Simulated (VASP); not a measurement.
Wanted: the native input for a VASP 6.6.1 run.

```
Task                   : single point
Functional             : PBE
Potentials or basis    : VASP PAW PBE potentials, release 64 (In_d)
Cutoff                 : 520 eV
k mesh                 : 11 × 11 × 11
Occupations            : gaussian, width 0.015 eV
Spin                   : no spin polarisation
Dipole correction      : no
Further INCAR settings : ALGO = Normal; EDIFF = 1e-07; NBANDS = 12
```

The structure of In lies in POSCAR:

```
In
1.0
   -1.6254700000      1.6254700000      2.4737000000
    1.6254700000     -1.6254700000      2.4737000000
    1.6254700000      1.6254700000     -2.4737000000
In
1
Direct
    0.0000000000      0.0000000000      0.0000000000
```

These files were run (other wordings do the same):

INCAR

```
SYSTEM = In
  PREC = Accurate
  ENCUT = 520
  EDIFF = 1E-7
  ISMEAR = 0
  SIGMA = 0.015
  LREAL = .FALSE.
  LASPH = .TRUE.
  NELM = 100
  ALGO = Normal
  ISIF = 2
  LWAVE = .FALSE.
  LCHARG = .FALSE.
  GGA = PE
  NBANDS = 12
```

KPOINTS

```
regular mesh
0
G
  11 11 11
  0 0 0
```

Potentials or basis: VASP PAW PBE potentials, release 64 (In_d).

Launch:

```console
$ cat potpaw_PBE.64/In_d/POTCAR > POTCAR
$ mpirun -np 1 vasp_std > vasp.out
```

Results of the run:

```yaml
Pressure: 2.0 GPa
```

It took 46 s on 1 thread of Intel(R) Xeon(R) Platinum 8259CL CPU @ 2.50GHz (Skylake/Cascade Lake), on a shared host, peak memory 0.17 GiB.
